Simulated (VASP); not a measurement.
# Ru (P6_3/mmc) in VASP: single point with LDA

Aim: the single point of Ru with LDA.

All numbers are computed with VASP 6.6.1; they aren't measurements. Logs are shortened: lines on timing, memory, paths and dates and some standing lists are left out, and cuts for length are marked.

**1. The cell of the first run**

It takes space group P6_3/mmc (No. 194, hexagonal). The conventional cell has a = 2.697 Å, b = 2.697 Å, c = 4.370 Å, α = 90.00°, β = 90.00°, γ = 120.00°. Within 3.5 Å of Ru (site symmetry -6m2) lie 12 Ru at 2.68 to 2.70 Å.

**2. Single point, LDA**

Contents of INCAR:

```
SYSTEM = Ru
ALGO = Normal ; EDIFF = 1E-6
ENCUT = 500 ; GGA = CA
GGA_COMPAT = .False. ; ISIF = 2
ISMEAR = -1 ; LASPH = .True.
LCHARG = .False. ; LREAL = .False.
LWAVE = .False. ; NBANDS = 21
NELM = 120 ; PREC = Accurate
SIGMA = 0.0816
```

Contents of KPOINTS:

```
k-points
0
Gamma
  11 11 6
  0 0 0
```

Contents of POSCAR:

```
Ru
1.0
    2.6974396414      0.0000000000      0.0000000000
   -1.3487198207      2.3360512546      0.0000000000
    0.0000000000      0.0000000000      4.3698522191
Ru
2
Direct
    0.3333333330      0.6666666670      0.2500000000
    0.6666666670      0.3333333330      0.7500000000
```

Potentials or basis: VASP PAW LDA potentials, release 64 (Ru_pv).

Launch:

```console
$ cat potpaw_LDA.64/Ru_pv/POTCAR > POTCAR
$ mpirun -np 1 vasp_std > vasp.out
```

OUTCAR:

```text
SYSTEM = Ru
   EDIFF = 1E-6
   ENCUT = 500
   GGA = CA
   ISIF = 2
   ISMEAR = -1
   LASPH = .True.
   LREAL = .False.
   NELM = 120
   PREC = Accurate

 ion  position               nearest neighbor table
   1  0.333  0.667  0.250-   2 2.68   2 2.68   2 2.68   2 2.68   2 2.68   2 2.68
   2  0.667  0.333  0.750-   1 2.68   1 2.68   1 2.68   1 2.68   1 2.68   1 2.68

  LATTYP: Found a hexagonal cell.
 ALAT       =     2.6974396414
 C/A-ratio  =     1.6200000000

  Lattice vectors:

 A1 = (   2.6974396414,   0.0000000000,   0.0000000000)
 A2 = (  -1.3487198207,   2.3360512546,   0.0000000000)
 A3 = (   0.0000000000,   0.0000000000,   4.3698522191)

Analysis of symmetry for initial positions (statically):
=====================================================================
 Subroutine PRICEL returns:
 Original cell was already a primitive cell.

 Routine SETGRP: Setting up the symmetry group for a
 hexagonal supercell.

 Subroutine GETGRP returns: Found 24 space group operations
 (whereof 12 operations were pure point group operations)
 out of a pool of 24 trial point group operations.

The static configuration has the point symmetry D_3d.
 The point group associated with its full space group is D_6h.

Analysis of symmetry for dynamics (positions and initial velocities):
=====================================================================
 Subroutine PRICEL returns:
 Original cell was already a primitive cell.

 Routine SETGRP: Setting up the symmetry group for a
 hexagonal supercell.

 Subroutine GETGRP returns: Found 24 space group operations
 (whereof 12 operations were pure point group operations)
 out of a pool of 24 trial point group operations.

The dynamic configuration has the point symmetry D_3d.
 The point group associated with its full space group is D_6h.

 Subroutine INISYM returns: Found 24 space group operations
 (whereof 12 operations are pure point group operations),
 and found     1 'primitive' translations

----------------------------------------------------------------------------------------

                                     Primitive cell

  volume of cell :      27.5360

  direct lattice vectors                    reciprocal lattice vectors
     2.697439641  0.000000000  0.000000000     0.370721919  0.214036400  0.000000000
    -1.348719821  2.336051255  0.000000000     0.000000000  0.428072799  0.000000000
     0.000000000  0.000000000  4.369852219     0.000000000  0.000000000  0.228840691

  length of vectors
[... 80 lines left out ...]
   ENCUT  =  500.0 eV  36.75 Ry    6.06 a.u.   4.92  4.92  7.97*2*pi/ulx,y,z
   NELM   =    120;   NELMIN=  2; NELMDL= -5     # of ELM steps
   EDIFF  = 0.1E-05   stopping-criterion for ELM
   LREAL  =      F    real-space projection
   EDIFFG = 0.1E-04   stopping-criterion for IOM
   NSW    =      0    number of steps for IOM
   IBRION =     -1    ionic relax: 0-MD 1-quasi-New 2-CG
   NFREE  =      0    steps in history (QN), initial steepest desc. (CG)
   ISIF   =      2    stress and relaxation
   ISYM   =      2    0-nonsym 1-usesym 2-fastsym
   POTIM  = 0.5000    time-step for ionic-motion
   TEBEG  =    0.0;   TEEND  =   0.0 temperature during run
   PSTRESS=    0.0 pullay stress
   NELECT =      28.0000    total number of electrons
   NUPDOWN=      -1.0000    fix difference up-down
   EMIN   =  10.00;   EMAX   =-10.00  energy-range for DOS
   EFERMI =   0.00;   METHOD = LEGACY
   ISMEAR =    -1;   SIGMA  =   0.08  broadening in eV -4-tet -1-fermi 0-gaus
   EFERMI_NEDOS =   21; number of points for ismear=-14 and -15
   IALGO  =     38    algorithm
   IMIX   =      4    mixing-type and parameters
     AMIX     =   0.40;   BMIX     =  1.00
     AMIX_MAG =   1.60;   BMIX_MAG =  1.00
  volume/ion in A,a.u.               =      13.77        92.91
  Fermi-wavevector in a.u.,A,eV,Ry     =   1.646243  3.110948 36.873358  2.710115
  Thomas-Fermi vector in A             =   2.735904
   LORBIT       =      0    0 simple, 1 ext, 2 COOP (PROOUT), +10 PAW based schemes
   GGA     = CA    functional components
   LHFCALC =     F    Hartree Fock is set to
   AEXX    =    0.0000 exact exchange contribution
   IVDW    =     0    specifies the selected vdW correction
   LEPSILON=     F    determine dielectric tensor
   LRPA    =     F    only Hartree local field effects (RPA)
 non-spin polarized calculation
  energy-cutoff  :      500.00
  volume of cell :       27.54
 maximum number of plane-waves:       713
 NGX is ok and might be reduce to    20
   NGX =  9   NGY =  9   NGZ = 15

 number of electron      28.0000012 magnetization

 Free energy of the ion-electron system (eV)
  ---------------------------------------------------
  ext. energy  EPLUGINS =         0.00000000
  ---------------------------------------------------
  free energy    TOTEN  =       -21.31861168 eV

  energy without entropy =      -21.27793907  energy(sigma->0) =      -21.29827538

 E-fermi :  12.3780     XC(G=0): -14.2966

 val. band max:       12.3716686672   @ k =   0.0909   0.0909   0.3333
 cond. band min:      12.3864929991   @ k =   0.2727  -0.0000   0.0000
 fundamental gap:      0.0148243320
 Fermi energy:        12.3780436146

 k-point     1 :       0.0000    0.0000    0.0000
  band No.  band energies     occupation
      1     -30.9393      2.00000
      2     -30.0301      2.00000
      3     -30.0301      2.00000
      4     -29.8843      2.00000
      5     -29.8840      2.00000
      6     -29.8840      2.00000
[... 565 lines left out ...]
     20      22.4294      0.00000
     21      23.6520      0.00000

 [... further k-points ...]

------------------------ aborting loop because EDIFF is reached ----------------------------------------

  FORCE on cell =-STRESS in cart. coord.  units (eV):
  Direction    XX          YY          ZZ          XY          YZ          ZX
  --------------------------------------------------------------------------------------
  -------------------------------------------------------------------------------------
  Total       -2.0346355     -2.0346355     -3.9702790     -0.0000000      0.0000000      0.0000000
  in kB     -118.3849119   -118.3849119   -231.0099853     -0.0000000      0.0000000      0.0000000
  external PRESSURE =    -155.9266030 kB  Pullay stress =       0.0000000 kB

 VOLUME and BASIS-vectors are now :
 -----------------------------------------------------------------------------
  energy-cutoff  :      500.00
  volume of cell :       27.54
      direct lattice vectors                 reciprocal lattice vectors
     2.697439641  0.000000000  0.000000000     0.370721919  0.214036400  0.000000000
    -1.348719821  2.336051255  0.000000000     0.000000000  0.428072799  0.000000000
     0.000000000  0.000000000  4.369852219     0.000000000  0.000000000  0.228840691

 POSITION                                       TOTAL-FORCE (eV/Angst)
 -----------------------------------------------------------------------------------
     -0.00000      1.55737      1.09246         0.000000     -0.000000      0.000000
      1.34872      0.77868      3.27739        -0.000000      0.000000      0.000000
 -----------------------------------------------------------------------------------
    total drift:                               -0.000000      0.000000     -0.000000

  FREE ENERGIE OF THE ION-ELECTRON SYSTEM (eV)
  ---------------------------------------------------
  free  energy   TOTEN  =       -21.3186116830 eV

  energy  without entropy=      -21.2779390693  energy(sigma->0) =      -21.29827538
```

It took 17 s on 1 thread of Intel Xeon Platinum 8488C (Sapphire Rapids), shared host; peak memory 0.14 GiB.

What came out:

```
Free energy            : -21.3186 eV
Pressure               : -15.6 GPa
Band gap on the k mesh : zero (band 14 reaches 13.99 eV, above the bottom of band 15 at 11.06 eV)
```

Levels at points of the mesh, in eV from the Fermi level:
```tsv
k point	band 11	band 12	band 13	band 14	band 15	band 16	band 17	band 18
(0.00, 0.00, 0.00)	-2.47	-1.86	-1.86	-1.13	-1.13	1.07	1.23	1.23
(0.00, 0.00, 0.50)	-2.58	-2.58	-2.58	-2.58	0.58	0.58	0.58	0.58
```
